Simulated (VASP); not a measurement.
Input of a VASP 6.6.1 run:

POSCAR

```
Cu
1.0
    0.0000000000      1.7881324402      1.7881324402
    1.7881324402      0.0000000000      1.7881324402
    1.7881324402      1.7881324402      0.0000000000
Cu
1
Direct
    0.0000000000      0.0000000000      0.0000000000
```

Contents of INCAR.step1:

```
PREC     = Accurate       # precision mode
ENCUT    = 520            # plane-wave cutoff, eV
ISMEAR   = 1              # smearing method
SIGMA    = 0.3            # smearing width, eV
LREAL    = False          # projectors in reciprocal space
LASPH    = True           # aspherical terms in the spheres
NELM     = 100            # most SCF steps
NBANDS   = 12             # bands
GGA      = PE             # functional
ALGO     = Normal         # electronic algorithm
EDIFF    = 1E-4           # SCF threshold, eV
LWAVE    = True           # write WAVECAR
LCHARG   = False          # write CHGCAR
```

The input INCAR.step2:

```
PREC     = Accurate       # precision mode
ENCUT    = 520            # plane-wave cutoff, eV
EDIFF    = 1E-6           # SCF threshold, eV
ISMEAR   = 1              # smearing method
SIGMA    = 0.3            # smearing width, eV
LREAL    = False          # projectors in reciprocal space
LASPH    = True           # aspherical terms in the spheres
NELM     = 100            # most SCF steps
ALGO     = Normal         # electronic algorithm
ISIF     = 2              # what is computed and relaxed
LWAVE    = False          # write WAVECAR
LCHARG   = True           # write CHGCAR
METAGGA  = R2SCAN         # meta-GGA
LMIXTAU  = True         
LELF     = True           # ELF
LVHAR    = True         
NBANDS   = 12             # bands
ISTART   = 1
```

File KPOINTS:

```
Automatic mesh
0
Gamma
  15 15 15
```

Potentials or basis: VASP PAW PBE potentials, release 64 (Cu).

Run with:

```console
$ cat potpaw_PBE.64/Cu/POTCAR > POTCAR
$ cp INCAR.step1 INCAR
$ mpirun -np 1 vasp_std > vasp.out
$ cp INCAR.step2 INCAR
$ mpirun -np 1 vasp_std > vasp.out
```

(1) Predict the pressure.

## Answers

(1) 0.4 GPa.

Caveat: the PAW data sets were made with another functional, which shifts forces and pressure a little.
